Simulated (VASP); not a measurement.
# ZrS (Fm-3m) in VASP: further runs

ZrS is run at these levels: PBEsol; tasks: single point.

All numbers are computed with VASP 6.6.1; they aren't measurements. Logs are shortened: lines on timing, memory, paths and dates and some standing lists are left out, and cuts for length are marked.

### 1 The cell of the first run

Symmetry: Fm-3m, No. 225, cubic system. Conventional cell: a = 4.661 Å, b = 4.661 Å, c = 4.661 Å, α = 90.00°, β = 90.00°, γ = 90.00°. Zr (site symmetry m-3m) has 6 S at 2.33 Å within 3.1 Å. Within 3.1 Å of S (site symmetry m-3m) lie 6 Zr at 2.33 Å.

### 2 Single point, PBEsol

INCAR

```
SYSTEM = ZrS
PREC = Accurate
ENCUT = 520
EDIFF = 1E-6
ISMEAR = -1
SIGMA = 0.03
LREAL = .False.
LASPH = .True.
NELM = 60
ALGO = Normal
ISIF = 2
LWAVE = .False.
LCHARG = .False.
GGA = PS
NBANDS = 16
```

KPOINTS

```
Automatic mesh
0
Gamma
  9 9 9
  0 0 0
```

POSCAR

```
ZrS
1.0
    0.0000000000      2.3307480046      2.3307480046
    2.3307480046      0.0000000000      2.3307480046
    2.3307480046      2.3307480046      0.0000000000
Zr S
1 1
Direct
    0.0000000000      0.0000000000      0.0000000000
    0.5000000000      0.5000000000      0.5000000000
```

Potentials or basis: VASP PAW PBE potentials, release 64 (Zr_sv, S).

Started as:

```console
> cat potpaw_PBE.64/Zr_sv/POTCAR potpaw_PBE.64/S/POTCAR > POTCAR
> mpirun -np 1 vasp_std > vasp.out
```

OUTCAR:

```text
SYSTEM = ZrS
   PREC = Accurate
   ENCUT = 520
   EDIFF = 1E-6
   ISMEAR = -1
   LREAL = .False.
   LASPH = .True.
   NELM = 60
   ISIF = 2
   GGA = PS

 ion  position               nearest neighbor table
   1  0.000  0.000  0.000-   2 2.33   2 2.33   2 2.33   2 2.33   2 2.33   2 2.33
   2  0.500  0.500  0.500-   1 2.33   1 2.33   1 2.33   1 2.33   1 2.33   1 2.33

  LATTYP: Found a face centered cubic cell.
 ALAT       =     4.6614960092

  Lattice vectors:

 A1 = (   0.0000000000,   2.3307480046,   2.3307480046)
 A2 = (   2.3307480046,   0.0000000000,   2.3307480046)
 A3 = (   2.3307480046,   2.3307480046,   0.0000000000)

Analysis of symmetry for initial positions (statically):
=====================================================================
 Subroutine PRICEL returns:
 Original cell was already a primitive cell.

 Routine SETGRP: Setting up the symmetry group for a
 face centered cubic supercell.

 Subroutine GETGRP returns: Found 48 space group operations
 (whereof 48 operations were pure point group operations)
 out of a pool of 48 trial point group operations.

The static configuration has the point symmetry O_h .

Analysis of symmetry for dynamics (positions and initial velocities):
=====================================================================
 Subroutine PRICEL returns:
 Original cell was already a primitive cell.

 Routine SETGRP: Setting up the symmetry group for a
 face centered cubic supercell.

 Subroutine GETGRP returns: Found 48 space group operations
 (whereof 48 operations were pure point group operations)
 out of a pool of 48 trial point group operations.

The dynamic configuration has the point symmetry O_h .

 Subroutine INISYM returns: Found 48 space group operations
 (whereof 48 operations are pure point group operations),
 and found     1 'primitive' translations

----------------------------------------------------------------------------------------

                                     Primitive cell

  volume of cell :      25.3230

  direct lattice vectors                    reciprocal lattice vectors
     0.000000000  2.330748005  2.330748005    -0.214523406  0.214523406  0.214523406
     2.330748005  0.000000000  2.330748005     0.214523406 -0.214523406  0.214523406
     2.330748005  2.330748005  0.000000000     0.214523406  0.214523406 -0.214523406

  length of vectors
[... 74 lines left out ...]
   ISTART =      0    job   : 0-new  1-cont  2-samecut
   ICHARG =      2    charge: 1-file 2-atom 10-const
   ISPIN  =      1    spin polarized calculation?
   LNONCOLLINEAR =      F non collinear calculations
   LSORBIT =      F    spin-orbit coupling
   LASPH  =      T    aspherical Exc in radial PAW
   ENCUT  =  520.0 eV  38.22 Ry    6.18 a.u.   6.13  6.13  6.13*2*pi/ulx,y,z
   NELM   =     60;   NELMIN=  2; NELMDL= -5     # of ELM steps
   EDIFF  = 0.1E-05   stopping-criterion for ELM
   LREAL  =      F    real-space projection
   EDIFFG = 0.1E-04   stopping-criterion for IOM
   NSW    =      0    number of steps for IOM
   IBRION =     -1    ionic relax: 0-MD 1-quasi-New 2-CG
   NFREE  =      0    steps in history (QN), initial steepest desc. (CG)
   ISIF   =      2    stress and relaxation
   ISYM   =      2    0-nonsym 1-usesym 2-fastsym
   POTIM  = 0.5000    time-step for ionic-motion
   TEBEG  =    0.0;   TEEND  =   0.0 temperature during run
   PSTRESS=    0.0 pullay stress
   NELECT =      18.0000    total number of electrons
   NUPDOWN=      -1.0000    fix difference up-down
   EMIN   =  10.00;   EMAX   =-10.00  energy-range for DOS
   EFERMI =   0.00;   METHOD = LEGACY
   ISMEAR =    -1;   SIGMA  =   0.03  broadening in eV -4-tet -1-fermi 0-gaus
   EFERMI_NEDOS =   21; number of points for ismear=-14 and -15
   IALGO  =     38    algorithm
   IMIX   =      4    mixing-type and parameters
     AMIX     =   0.40;   BMIX     =  1.00
     AMIX_MAG =   1.60;   BMIX_MAG =  1.00
  volume/ion in A,a.u.               =      12.66        85.44
  Fermi-wavevector in a.u.,A,eV,Ry     =   1.461034  2.760954 29.043276  2.134621
  Thomas-Fermi vector in A             =   2.577413
   LORBIT       =      0    0 simple, 1 ext, 2 COOP (PROOUT), +10 PAW based schemes
   GGA     = PS    functional components
   LHFCALC =     F    Hartree Fock is set to
   AEXX    =    0.0000 exact exchange contribution
   IVDW    =     0    specifies the selected vdW correction
   LEPSILON=     F    determine dielectric tensor
   LRPA    =     F    only Hartree local field effects (RPA)
 non-spin polarized calculation
  energy-cutoff  :      520.00
  volume of cell :       25.32
 maximum number of plane-waves:       701
 NGX is ok and might be reduce to    28

 number of electron      17.9999999 magnetization

 Free energy of the ion-electron system (eV)
  ---------------------------------------------------
  ext. energy  EPLUGINS =         0.00000000
  ---------------------------------------------------
  free energy    TOTEN  =       -14.55261520 eV

  energy without entropy =      -14.55043438  energy(sigma->0) =      -14.55152479

 E-fermi :  15.4153     XC(G=0): -13.2571

 val. band max:       15.3365224650   @ k =  -0.2222   0.2222   0.0000
 cond. band min:      15.4744111240   @ k =  -0.4444   0.2222   0.1111
 fundamental gap:      0.1378886591
 Fermi energy:        15.4152842577

 k-point     1 :       0.0000    0.0000    0.0000
  band No.  band energies     occupation
      1     -33.5572      2.00000
      2     -11.4969      2.00000
      3     -11.4969      2.00000
      4     -11.4969      2.00000
      5      -1.7683      2.00000
      6      12.2419      2.00000
[... 433 lines left out ...]
      3     -11.8954      2.00000
      4     -11.8954      2.00000
      5      -0.7997      2.00000
      6       9.1127      2.00000
[... 8 lines left out ...]
     15      27.1836      0.00000
     16      28.0150      0.00000

 [... further k-points ...]
[... 5 lines left out ...]
  --------------------------------------------------------------------------------------
  -------------------------------------------------------------------------------------
  Total       14.1359815     14.1359815     14.1359815     -0.0000000     -0.0000000      0.0000000
  in kB      894.3769374    894.3769374    894.3769374     -0.0000000     -0.0000000      0.0000000
  external PRESSURE =     894.3769374 kB  Pullay stress =       0.0000000 kB

 VOLUME and BASIS-vectors are now :
 -----------------------------------------------------------------------------
  energy-cutoff  :      520.00
  volume of cell :       25.32
      direct lattice vectors                 reciprocal lattice vectors
     0.000000000  2.330748005  2.330748005    -0.214523406  0.214523406  0.214523406
     2.330748005  0.000000000  2.330748005     0.214523406 -0.214523406  0.214523406
     2.330748005  2.330748005  0.000000000     0.214523406  0.214523406 -0.214523406

 POSITION                                       TOTAL-FORCE (eV/Angst)
 -----------------------------------------------------------------------------------
      0.00000      0.00000      0.00000        -0.000000      0.000000     -0.000000
      2.33075      2.33075      2.33075         0.000000     -0.000000      0.000000
 -----------------------------------------------------------------------------------
    total drift:                               -0.000000      0.000000      0.000000

  FREE ENERGIE OF THE ION-ELECTRON SYSTEM (eV)
  ---------------------------------------------------
  free  energy   TOTEN  =       -14.5526152049 eV

  energy  without entropy=      -14.5504343804  energy(sigma->0) =      -14.55152479
```

Run time: 8.9 s. Hardware: 1 thread of Intel Xeon 6975P-C (Granite Rapids), shared host; peak memory 0.16 GiB.

Results:

| Item | Value |
| --- | --- |
| Free energy | -14.5526 eV |
| Pressure | 89.4 GPa |
| Band gap on the k mesh | zero (band 9 reaches 17.19 eV, above the bottom of band 10 at 13.22 eV) |

Levels at points of the mesh, in eV from the Fermi level:
| k point | band 7 | band 8 | band 9 | band 10 | band 11 | band 12 |
| --- | --- | --- | --- | --- | --- | --- |
| (0.00, 0.00, 0.00) | -3.17 | -3.17 | -2.20 | -2.20 | -2.20 | -1.05 |

Caveat: the PAW data sets were made with another functional, which shifts forces and pressure a little.

### 3 Single point, PBEsol

INCAR

```
PREC = Accurate
ENCUT = 520
EDIFF = 1E-6
ISMEAR = -1
SIGMA = 0.03
LREAL = F
LASPH = T
NELM = 60
ALGO = Normal
ISIF = 2
LWAVE = F
LCHARG = T
GGA = PS
LELF = T
LVHAR = T
NBANDS = 16
```

KPOINTS

```
Automatic mesh
0
Gamma
  9 9 9
```

POSCAR is that of step 2.

Potentials or basis: VASP PAW PBE potentials, release 64 (Zr_sv, S).

Started as:

```console
> cat potpaw_PBE.64/Zr_sv/POTCAR potpaw_PBE.64/S/POTCAR > POTCAR
> mpirun -np 1 vasp_std > vasp.out
```

OUTCAR:

```text
PREC = Accurate
   ENCUT = 520
   EDIFF = 1E-6
   ISMEAR = -1
   LREAL = F
   LASPH = T
   NELM = 60
   ISIF = 2
   GGA = PS

 ion  position               nearest neighbor table
   1  0.000  0.000  0.000-   2 2.33   2 2.33   2 2.33   2 2.33   2 2.33   2 2.33
   2  0.500  0.500  0.500-   1 2.33   1 2.33   1 2.33   1 2.33   1 2.33   1 2.33

  LATTYP: Found a face centered cubic cell.
 ALAT       =     4.6614960092

  Lattice vectors:

 A1 = (   0.0000000000,   2.3307480046,   2.3307480046)
 A2 = (   2.3307480046,   0.0000000000,   2.3307480046)
 A3 = (   2.3307480046,   2.3307480046,   0.0000000000)

Analysis of symmetry for initial positions (statically):
=====================================================================
 Subroutine PRICEL returns:
 Original cell was already a primitive cell.

 Routine SETGRP: Setting up the symmetry group for a
 face centered cubic supercell.

 Subroutine GETGRP returns: Found 48 space group operations
 (whereof 48 operations were pure point group operations)
 out of a pool of 48 trial point group operations.

The static configuration has the point symmetry O_h .

Analysis of symmetry for dynamics (positions and initial velocities):
=====================================================================
 Subroutine PRICEL returns:
 Original cell was already a primitive cell.

 Routine SETGRP: Setting up the symmetry group for a
 face centered cubic supercell.

 Subroutine GETGRP returns: Found 48 space group operations
 (whereof 48 operations were pure point group operations)
 out of a pool of 48 trial point group operations.

The dynamic configuration has the point symmetry O_h .

 Subroutine INISYM returns: Found 48 space group operations
[... 104 lines left out ...]
   ISYM   =      2    0-nonsym 1-usesym 2-fastsym
   POTIM  = 0.5000    time-step for ionic-motion
   TEBEG  =    0.0;   TEEND  =   0.0 temperature during run
   PSTRESS=    0.0 pullay stress
   NELECT =      18.0000    total number of electrons
   NUPDOWN=      -1.0000    fix difference up-down
   EMIN   =  10.00;   EMAX   =-10.00  energy-range for DOS
   EFERMI =   0.00;   METHOD = LEGACY
   ISMEAR =    -1;   SIGMA  =   0.03  broadening in eV -4-tet -1-fermi 0-gaus
   EFERMI_NEDOS =   21; number of points for ismear=-14 and -15
   IALGO  =     38    algorithm
   IMIX   =      4    mixing-type and parameters
     AMIX     =   0.40;   BMIX     =  1.00
     AMIX_MAG =   1.60;   BMIX_MAG =  1.00
  volume/ion in A,a.u.               =      12.66        85.44
  Fermi-wavevector in a.u.,A,eV,Ry     =   1.461034  2.760954 29.043276  2.134621
  Thomas-Fermi vector in A             =   2.577413
   LORBIT       =      0    0 simple, 1 ext, 2 COOP (PROOUT), +10 PAW based schemes
   GGA     = PS    functional components
   LHFCALC =     F    Hartree Fock is set to
   AEXX    =    0.0000 exact exchange contribution
   IVDW    =     0    specifies the selected vdW correction
   LEPSILON=     F    determine dielectric tensor
   LRPA    =     F    only Hartree local field effects (RPA)
 non-spin polarized calculation
  energy-cutoff  :      520.00
  volume of cell :       25.32
 maximum number of plane-waves:       701
 NGX is ok and might be reduce to    28

 number of electron      17.9999999 magnetization

 Free energy of the ion-electron system (eV)
  ---------------------------------------------------
  ext. energy  EPLUGINS =         0.00000000
  ---------------------------------------------------
  free energy    TOTEN  =       -14.55261520 eV

  energy without entropy =      -14.55043438  energy(sigma->0) =      -14.55152479

 E-fermi :  15.4153     XC(G=0): -13.2571

 val. band max:       15.3365224650   @ k =  -0.2222   0.2222   0.0000
 cond. band min:      15.4744111240   @ k =  -0.4444   0.2222   0.1111
 fundamental gap:      0.1378886591
 Fermi energy:        15.4152842577

 k-point     1 :       0.0000    0.0000    0.0000
  band No.  band energies     occupation
      1     -33.5572      2.00000
      2     -11.4969      2.00000
      3     -11.4969      2.00000
      4     -11.4969      2.00000
      5      -1.7683      2.00000
      6      12.2419      2.00000
[... 433 lines left out ...]
      3     -11.8954      2.00000
      4     -11.8954      2.00000
      5      -0.7997      2.00000
      6       9.1127      2.00000
[... 8 lines left out ...]
     15      27.1836      0.00000
     16      28.0150      0.00000

 [... further k-points ...]
[... 5 lines left out ...]
  --------------------------------------------------------------------------------------
  -------------------------------------------------------------------------------------
  Total       14.1359815     14.1359815     14.1359815     -0.0000000     -0.0000000      0.0000000
  in kB      894.3769374    894.3769374    894.3769374     -0.0000000     -0.0000000      0.0000000
  external PRESSURE =     894.3769374 kB  Pullay stress =       0.0000000 kB

 VOLUME and BASIS-vectors are now :
 -----------------------------------------------------------------------------
  energy-cutoff  :      520.00
  volume of cell :       25.32
      direct lattice vectors                 reciprocal lattice vectors
     0.000000000  2.330748005  2.330748005    -0.214523406  0.214523406  0.214523406
     2.330748005  0.000000000  2.330748005     0.214523406 -0.214523406  0.214523406
     2.330748005  2.330748005  0.000000000     0.214523406  0.214523406 -0.214523406

 POSITION                                       TOTAL-FORCE (eV/Angst)
 -----------------------------------------------------------------------------------
      0.00000      0.00000      0.00000        -0.000000      0.000000     -0.000000
      2.33075      2.33075      2.33075         0.000000     -0.000000      0.000000
 -----------------------------------------------------------------------------------
    total drift:                               -0.000000      0.000000      0.000000

  FREE ENERGIE OF THE ION-ELECTRON SYSTEM (eV)
  ---------------------------------------------------
  free  energy   TOTEN  =       -14.5526152049 eV

  energy  without entropy=      -14.5504343804  energy(sigma->0) =      -14.55152479
```

OSZICAR:

```text
N       E                     dE             d eps       ncg     rms          rms(c)
DAV:   1     0.129343919220E+03    0.12934E+03   -0.99583E+03  1120   0.115E+03
DAV:   2    -0.104999710647E+02   -0.13984E+03   -0.13432E+03  1416   0.305E+02
DAV:   3    -0.151953120183E+02   -0.46953E+01   -0.46703E+01  1680   0.487E+01
DAV:   4    -0.152808617953E+02   -0.85550E-01   -0.85536E-01  1400   0.590E+00
DAV:   5    -0.152825109082E+02   -0.16491E-02   -0.16491E-02  1656   0.633E-01    0.356E+01
DAV:   6    -0.145782056203E+02    0.70431E+00   -0.13515E+00  1376   0.972E+00    0.175E+01
DAV:   7    -0.145572632589E+02    0.20942E-01   -0.30240E-01  1696   0.376E+00    0.452E+00
DAV:   8    -0.145532129693E+02    0.40503E-02   -0.48810E-02  1368   0.194E+00    0.279E-01
DAV:   9    -0.145526277882E+02    0.58518E-03   -0.31157E-03  1272   0.521E-01    0.111E-01
DAV:  10    -0.145526292435E+02   -0.14553E-05   -0.14762E-04  1304   0.114E-01    0.718E-02
DAV:  11    -0.145526160078E+02    0.13236E-04   -0.10079E-04  1496   0.858E-02    0.351E-02
DAV:  12    -0.145526152049E+02    0.80284E-06   -0.38613E-06  1248   0.195E-02
   1 F= -.14552615E+02 E0= -.14551525E+02  d E =-.218082E-02
```

stdout:

```text
POSCAR found type information on POSCAR ZrS
 POSCAR found :  2 types and       2 ions
 scaLAPACK will be used
 -----------------------------------------------------------------------------
|                                                                             |
|                                                                             |
|     You enforced a specific xc type in the INCAR file but a different       |
|     I HOPE YOU KNOW WHAT YOU ARE DOING!                                     |
|                                                                             |
 -----------------------------------------------------------------------------

 LDA part: xc-table for (Slater+PW92), standard interpolation
 POSCAR, INCAR and KPOINTS ok, starting setup
 FFT: planning ... GRIDC
 FFT: planning ... GRID_SOFT
 FFT: planning ... GRID
 WAVECAR not read
 entering main loop
```

Wall time 10 s (1 thread of Intel Xeon 6975P-C (Granite Rapids), shared host); peak memory 0.16 GiB.

Results:

```yaml
Free_energy: -14.5526 eV
Pressure: 89.4 GPa
Band_gap_on_the_k_mesh: zero (band 9 reaches 17.19 eV, above the bottom of band 10 at 13.22 eV)
```

Levels at points of the mesh, in eV from the Fermi level:
```
           k point  band 5  band 6  band 7  band 8  band 9  band 10  band 11  band 12  band 13  band 14
(0.00, 0.00, 0.00)  -17.18   -3.17   -3.17   -3.17   -2.20    -2.20    -2.20    -1.05    -1.05     5.72
```

Caveat: the PAW data sets were made with another functional, which shifts forces and pressure a little.

[end of part 1 of 2]
